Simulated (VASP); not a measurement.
# PbO (Pca2_1) in VASP: single point with PBE

Aim: the single point of PbO with PBE.

Program: VASP 6.6.1. These are calculated values, not measurements. Logs are shortened: lines on timing, memory, paths and dates and some standing lists are left out, and cuts for length are marked.

### 1 The cell of the first run

It takes space group Pca2_1 (No. 29, orthorhombic). Conventional cell: a = 5.713 Å, b = 6.275 Å, c = 5.214 Å, α = 90.00°, β = 90.00°, γ = 90.00°. Within 3.0 Å of Pb (site symmetry 1) lie 3 O at 2.25 to 2.28 Å. O (site symmetry 1) has 4 Pb at 2.25 to 3.13 Å and 6 O at 3.12 to 3.24 Å within 3.3 Å.

### 2 Single point, PBE

The input, INCAR:

```
PREC = Accurate ; ENCUT = 520
EDIFF = 1E-6 ; ISMEAR = 0
SIGMA = 0.02 ; LREAL = False
LASPH = True ; NELM = 60
ALGO = Normal ; ISIF = 2
LWAVE = False ; LCHARG = True
GGA = PE ; LELF = True
LVHAR = True ; NBANDS = 50
```

The input, KPOINTS:

```
Automatic mesh
0
Gamma
  6 6 6
```

The input, POSCAR:

```
PbO
1.0
    5.7130487352      0.0000000000      0.0000000000
    0.0000000000      6.2747587474      0.0000000000
    0.0000000000      0.0000000000      5.2138399416
Pb O
4 4
Direct
    0.4767524679      0.2877679707      0.7675163449
    0.9767524679      0.7122320293      0.7675163449
    0.5232475321      0.7122320293      0.2675163449
    0.0232475321      0.2877679707      0.2675163449
    0.1000847124      0.3782928834      0.8520176551
    0.6000847124      0.6217071166      0.8520176551
    0.3999152876      0.3782928834      0.3520176551
    0.8999152876      0.6217071166      0.3520176551
```

Potentials or basis: VASP PAW PBE potentials, release 64 (Pb_d, O).

Launch:

```
> cat potpaw_PBE.64/Pb_d/POTCAR potpaw_PBE.64/O/POTCAR > POTCAR
> mpirun -np 1 vasp_std > vasp.out
```

OUTCAR:

```text
PREC = Accurate
   ENCUT = 520
   EDIFF = 1E-6
   ISMEAR = 0
   LREAL = False
   LASPH = True
   NELM = 60
   ISIF = 2
   GGA = PE

 ion  position               nearest neighbor table
   1  0.477  0.288  0.768-   6 2.25   5 2.27   7 2.28   4 3.68   4 3.68   3 3.74   3 3.74   2 3.91
                             2 3.91   4 4.07   4 4.07
   2  0.977  0.712  0.768-   5 2.25   6 2.27   8 2.28   3 3.68   3 3.68   4 3.74   4 3.74   1 3.91
                             1 3.91   3 4.07   3 4.07
   3  0.523  0.712  0.268-   7 2.25   8 2.27   6 2.28   2 3.68   2 3.68   1 3.74   1 3.74   4 3.91
                             4 3.91   2 4.07   2 4.07
   4  0.023  0.288  0.268-   8 2.25   7 2.27   5 2.28   1 3.68   1 3.68   2 3.74   2 3.74   3 3.91
                             3 3.91   1 4.07   1 4.07
   5  0.100  0.378  0.852-   2 2.25   1 2.27   4 2.28
   6  0.600  0.622  0.852-   1 2.25   2 2.27   3 2.28
   7  0.400  0.378  0.352-   3 2.25   4 2.27   1 2.28
   8  0.900  0.622  0.352-   4 2.25   3 2.27   2 2.28

  LATTYP: Found a simple orthorhombic cell.
 ALAT       =     5.2138399416
 B/A-ratio  =     1.0957468582
 C/A-ratio  =     1.2034812763

  Lattice vectors:

 A1 = (   0.0000000000,   0.0000000000,   5.2138399416)
 A2 = (   5.7130487352,   0.0000000000,   0.0000000000)
 A3 = (   0.0000000000,   6.2747587474,   0.0000000000)

Analysis of symmetry for initial positions (statically):
=====================================================================
 Subroutine PRICEL returns:
 Original cell was already a primitive cell.

 Routine SETGRP: Setting up the symmetry group for a
 simple orthorhombic supercell.

 Subroutine GETGRP returns: Found  4 space group operations
 (whereof  1 operations were pure point group operations)
 out of a pool of  8 trial point group operations.

The static configuration has the point symmetry C_1 .
 The point group associated with its full space group is C_2v.

Analysis of symmetry for dynamics (positions and initial velocities):
=====================================================================
 Subroutine PRICEL returns:
 Original cell was already a primitive cell.

 Routine SETGRP: Setting up the symmetry group for a
 simple orthorhombic supercell.

 Subroutine GETGRP returns: Found  4 space group operations
 (whereof  1 operations were pure point group operations)
 out of a pool of  8 trial point group operations.

The dynamic configuration has the point symmetry C_1 .
 The point group associated with its full space group is C_2v.

 Subroutine INISYM returns: Found  4 space group operations
 (whereof  1 operations are pure point group operations),
 and found     1 'primitive' translations

----------------------------------------------------------------------------------------

                                     Primitive cell

  volume of cell :     186.9057

  direct lattice vectors                    reciprocal lattice vectors
     5.713048735  0.000000000  0.000000000     0.175037891  0.000000000  0.000000000
     0.000000000  6.274758747  0.000000000     0.000000000  0.159368677  0.000000000
     0.000000000  0.000000000  5.213839942     0.000000000  0.000000000  0.191797219

  length of vectors
     5.713048735  6.274758747  5.213839942     0.175037891  0.159368677  0.191797219

  position of ions in fractional coordinates (direct lattice)
     0.476752468  0.287767971  0.767516345
     0.976752468  0.712232029  0.767516345
     0.523247532  0.712232029  0.267516345
     0.023247532  0.287767971  0.267516345
     0.100084712  0.378292883  0.852017655
     0.600084712  0.621707117  0.852017655
     0.399915288  0.378292883  0.352017655
     0.899915288  0.621707117  0.352017655

  ion indices of the primitive-cell ions
   primitive index   ion index
                 1           1
                 2           2
                 3           3
                 4           4
                 5           5
                 6           6
                 7           7
                 8           8

----------------------------------------------------------------------------------------

 KPOINTS: Automatic mesh

Automatic generation of k-mesh.
 Grid dimensions read from file:
 generate k-points for:    6    6    6

 Generating k-lattice:

  Cartesian coordinates                     Fractional coordinates (reciprocal lattice)
     0.029172982  0.000000000  0.000000000     0.166666667  0.000000000  0.000000000
     0.000000000  0.026561446  0.000000000     0.000000000  0.166666667  0.000000000
     0.000000000  0.000000000  0.031966203     0.000000000  0.000000000  0.166666667

  Length of vectors
     0.029172982  0.026561446  0.031966203

  Shift w.r.t. Gamma in fractional coordinates (k-lattice)
     0.000000000  0.000000000  0.000000000

 Subroutine IBZKPT returns following result:
 ===========================================

 Found     64 irreducible k-points:

 Following reciprocal coordinates:
            Coordinates               Weight
  0.000000  0.000000  0.000000      1.000000
  0.166667  0.000000  0.000000      2.000000
  0.333333  0.000000  0.000000      2.000000
  0.500000  0.000000  0.000000      1.000000
  0.000000  0.166667  0.000000      2.000000
  0.166667  0.166667  0.000000      4.000000
[... 16 lines left out ...]
  0.333333  0.166667  0.166667      8.000000
  0.500000  0.166667  0.166667      4.000000
 [... further k-points ...]
   k-points           NKPTS =     64   k-points in BZ     NKDIM =     64   number of bands    NBANDS=     50
   number of dos      NEDOS =    301   number of ions     NIONS =      8
   total plane-waves  NPLWV =  80640
   dimension x,y,z NGX =    42 NGY =   48 NGZ =   40
   dimension x,y,z NGXF=    84 NGYF=   96 NGZF=   80
   ions per type =               4   4
   NGX,Y,Z   is equivalent  to a cutoff of  12.22, 12.72, 12.75 a.u.
   NGXF,Y,Z  is equivalent  to a cutoff of  24.44, 25.43, 25.51 a.u.
 SYSTEM =  unknown system
   PREC   = accura    normal or accurate (medium, high low for compatibility)
   ISTART =      0    job   : 0-new  1-cont  2-samecut
   ICHARG =      2    charge: 1-file 2-atom 10-const
   ISPIN  =      1    spin polarized calculation?
   LNONCOLLINEAR =      F non collinear calculations
   LSORBIT =      F    spin-orbit coupling
   LASPH  =      T    aspherical Exc in radial PAW
   ENCUT  =  520.0 eV  38.22 Ry    6.18 a.u.  10.62 11.67  9.69*2*pi/ulx,y,z
   NELM   =     60;   NELMIN=  2; NELMDL= -5     # of ELM steps
   EDIFF  = 0.1E-05   stopping-criterion for ELM
   LREAL  =      F    real-space projection
   EDIFFG = 0.1E-04   stopping-criterion for IOM
   NSW    =      0    number of steps for IOM
   IBRION =     -1    ionic relax: 0-MD 1-quasi-New 2-CG
   NFREE  =      0    steps in history (QN), initial steepest desc. (CG)
   ISIF   =      2    stress and relaxation
   ISYM   =      2    0-nonsym 1-usesym 2-fastsym
   POTIM  = 0.5000    time-step for ionic-motion
   TEBEG  =    0.0;   TEEND  =   0.0 temperature during run
   PSTRESS=    0.0 pullay stress
   NELECT =      80.0000    total number of electrons
   NUPDOWN=      -1.0000    fix difference up-down
   EMIN   =  10.00;   EMAX   =-10.00  energy-range for DOS
   EFERMI =   0.00;   METHOD = LEGACY
   ISMEAR =     0;   SIGMA  =   0.02  broadening in eV -4-tet -1-fermi 0-gaus
   EFERMI_NEDOS =   21; number of points for ismear=-14 and -15
   IALGO  =     38    algorithm
   IMIX   =      4    mixing-type and parameters
     AMIX     =   0.40;   BMIX     =  1.00
     AMIX_MAG =   1.60;   BMIX_MAG =  1.00
  volume/ion in A,a.u.               =      23.36       157.66
  Fermi-wavevector in a.u.,A,eV,Ry     =   1.233760  2.331468 20.710288  1.522163
  Thomas-Fermi vector in A             =   2.368477
   LORBIT       =      0    0 simple, 1 ext, 2 COOP (PROOUT), +10 PAW based schemes
   GGA     = PE    functional components
   LHFCALC =     F    Hartree Fock is set to
   AEXX    =    0.0000 exact exchange contribution
   IVDW    =     0    specifies the selected vdW correction
   LEPSILON=     F    determine dielectric tensor
   LRPA    =     F    only Hartree local field effects (RPA)
 non-spin polarized calculation
 Gauss-broadening in eV      SIGMA  =   0.02
  energy-cutoff  :      520.00
  volume of cell :      186.91
 maximum number of plane-waves:      5057
   NGX = 21   NGY = 23   NGZ = 19

 number of electron      80.0000024 magnetization

 Free energy of the ion-electron system (eV)
  ---------------------------------------------------
  ext. energy  EPLUGINS =         0.00000000
  ---------------------------------------------------
  free energy    TOTEN  =       -42.90345280 eV

  energy without entropy =      -42.90345280  energy(sigma->0) =      -42.90345280

 E-fermi :   3.2293     XC(G=0):  -8.9596

 val. band max:        3.0900761901   @ k =   0.0000   0.0000   0.0000
 cond. band min:       5.4343969034   @ k =   0.5000   0.5000   0.3333
 fundamental gap:      2.3443207133
 Fermi energy:         3.2293193786

 k-point     1 :       0.0000    0.0000    0.0000
  band No.  band energies     occupation
      1     -14.3118      2.00000
      2     -14.2525      2.00000
      3     -14.2488      2.00000
      4     -14.2083      2.00000
      5     -12.4157      2.00000
      6     -12.3943      2.00000
[... 42 lines left out ...]
     49       9.9873      0.00000
     50      10.1962      0.00000

 k-point     2 :       0.1667    0.0000    0.0000
  band No.  band energies     occupation
      1     -14.3042      2.00000
      2     -14.2501      2.00000
      3     -14.2453      2.00000
      4     -14.2051      2.00000
      5     -12.3971      2.00000
      6     -12.3853      2.00000
[... 42 lines left out ...]
     49       9.6554      0.00000
     50       9.7332      0.00000

 k-point     3 :       0.3333    0.0000    0.0000
  band No.  band energies     occupation
      1     -14.2856      2.00000
      2     -14.2548      2.00000
      3     -14.2277      2.00000
      4     -14.2023      2.00000
      5     -12.3711      2.00000
      6     -12.3639      2.00000
[... 1102 lines left out ...]
     49       9.5778      0.00000
     50       9.7799      0.00000

 k-point    24 :       0.5000    0.1667    0.1667
  band No.  band energies     occupation
      1     -14.2513      2.00000
      2     -14.2512      2.00000
      3     -14.2008      2.00000
      4     -14.2007      2.00000
      5     -12.3620      2.00000
      6     -12.3608      2.00000
[... 42 lines left out ...]
     49       9.3870      0.00000
     50       9.7675      0.00000

 [... further k-points ...]
[... 5 lines left out ...]
  --------------------------------------------------------------------------------------
  -------------------------------------------------------------------------------------
  Total        0.0573140      0.1030918      0.0305432      0.0000000      0.0000000      0.0000000
  in kB        0.4913018      0.8837143      0.2618199      0.0000000      0.0000000      0.0000000
  external PRESSURE =       0.5456120 kB  Pullay stress =       0.0000000 kB

 VOLUME and BASIS-vectors are now :
 -----------------------------------------------------------------------------
  energy-cutoff  :      520.00
  volume of cell :      186.91
      direct lattice vectors                 reciprocal lattice vectors
     5.713048735  0.000000000  0.000000000     0.175037891  0.000000000  0.000000000
     0.000000000  6.274758747  0.000000000     0.000000000  0.159368677  0.000000000
     0.000000000  0.000000000  5.213839942     0.000000000  0.000000000  0.191797219

 POSITION                                       TOTAL-FORCE (eV/Angst)
 -----------------------------------------------------------------------------------
      2.72371      1.80567      4.00171         0.016639     -0.035882      0.009401
      5.58023      4.46908      4.00171         0.016639      0.035882      0.009401
      2.98934      4.46908      1.39479        -0.016639      0.035882      0.009401
      0.13281      1.80567      1.39479        -0.016639     -0.035882      0.009401
      0.57179      2.37370      4.44228        -0.007153     -0.006882     -0.009401
      3.42831      3.90106      4.44228        -0.007153      0.006882     -0.009401
      2.28474      2.37370      1.83536         0.007153     -0.006882     -0.009401
      5.14126      3.90106      1.83536         0.007153      0.006882     -0.009401
 -----------------------------------------------------------------------------------
    total drift:                                0.000000      0.000000      0.001278

  FREE ENERGIE OF THE ION-ELECTRON SYSTEM (eV)
  ---------------------------------------------------
  free  energy   TOTEN  =       -42.9034527996 eV

  energy  without entropy=      -42.9034527996  energy(sigma->0) =      -42.90345280
```

Wall time 21 min (1 thread of Intel Xeon 8259CL, shared host); peak memory 0.52 GiB.

What came out:

```yaml
Free_energy: -42.9035 eV
Pressure: 0.1 GPa
Largest_force: 0.041 eV/Å
Band_gap_on_the_k_mesh: 2.34 eV (least direct gap 2.90 eV)
```

Forces in eV/Å, atoms in the order of the input:
```
Pb   0.017 -0.036  0.009
Pb   0.017  0.036  0.009
Pb  -0.017  0.036  0.009
Pb  -0.017 -0.036  0.009
O   -0.007 -0.007 -0.009
O   -0.007  0.007 -0.009
O    0.007 -0.007 -0.009
O    0.007  0.007 -0.009
```

Caveat: spin-orbit coupling is left out, which moves the levels of the heavy elements. A k mesh can miss the band edges.
